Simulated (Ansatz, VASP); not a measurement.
# C: VASP beside Ansatz

```
CELL_PARAMETERS angstrom
2.48936 0.00000 0.00000
-1.24468 2.15585 0.00000
0.00000 0.00000 4.22300
ATOMIC_POSITIONS crystal
C 0.33333 0.66667 0.99980
C 0.66667 0.33333 0.49980
C 0.33333 0.66667 0.37420
C 0.66667 0.33333 0.87420
```

Change from the starting cell: strained cell.

Alike in both runs: functional PBEsol; k mesh 9 × 9 × 6; occupations gaussian, width 0.02 eV; no spin polarisation.

Ansatz relaxed the structure, and its values are those at the end. VASP's run is a single point on that final structure, the one shown.

```csv
,VASP,Ansatz
version,VASP 6.6.1,Ansatz 0.2.0
potentials or method,"VASP PAW PBE potentials, release 64 (C_h), cutoff 1300 eV","scalar-relativistic, plane waves, PAW"
valence electrons in the cell,16,16
```

Ansatz gave:

- gap on the k mesh at the Fermi level (eV): 3.07
- least direct gap on the mesh (eV): 4.77
- pressure (GPa): -3.2

Problem. Estimate VASP's values.

Solution. gap on the k mesh at the Fermi level (eV): 3.05; least direct gap on the mesh (eV): 4.78; pressure (GPa): -3.0.

VASP's potentials were made for PBE, not for PBEsol, and Ansatz warns of the same on its side. The functional is the same, so the differences come from potentials, cutoffs and numerics. Ansatz's warnings: stress scf threshold loose.
